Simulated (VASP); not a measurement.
# MgRe3: single point with PBE

The system is MgRe3.

```xyz
4
Lattice="3.9401 0.0000 0.0000 0.0000 3.9401 0.0000 0.0000 0.0000 3.9401" Properties=species:S:1:pos:R:3 pbc="T T T"
Mg    0.0000    0.0000    0.0000
Re    0.0000    1.9700    1.9700
Re    1.9700    0.0000    1.9700
Re    1.9700    1.9700    0.0000
```

```json
{
  "Program": "VASP 6.6.1",
  "Task": "single point",
  "Functional": "PBE",
  "Potentials or basis": "VASP PAW PBE potentials, release 64 (Mg, Re)",
  "Cutoff": "520 eV",
  "k mesh": "12 × 12 × 12",
  "Occupations": "gaussian, width 0.1 eV",
  "Spin": "no spin polarisation"
}
```

| Property | Result |
| --- | --- |
| Pressure | -0.3 GPa |
| Band gap on the k mesh | zero (an odd number of electrons rules out a gap without spin polarisation) |

Levels at points of the mesh, in eV from the Fermi level:
| k point | band 9 | band 10 | band 11 | band 12 | band 13 | band 14 | band 15 | band 16 |
| --- | --- | --- | --- | --- | --- | --- | --- | --- |
| (0.00, 0.00, 0.00) | -0.12 | -0.12 | 1.85 | 1.85 | 1.85 | 1.99 | 1.99 | 3.47 |
| (0.50, 0.00, 0.00) | -1.89 | -1.26 | -1.24 | -0.64 | 0.27 | 0.27 | 0.31 | 2.23 |
| (0.50, 0.50, 0.00) | -1.74 | -1.74 | -0.77 | -0.39 | -0.39 | -0.37 | 0.89 | 1.13 |
| (0.50, 0.50, 0.50) | -0.63 | -0.63 | -0.41 | -0.41 | -0.41 | 0.12 | 0.79 | 0.79 |

It took 2.2 min on 1 thread of Oxide Virtual Turin-like Processor (shared host), peak memory 0.2 GiB.

Caveat: spin-orbit coupling is left out, which moves the levels of the heavy elements.
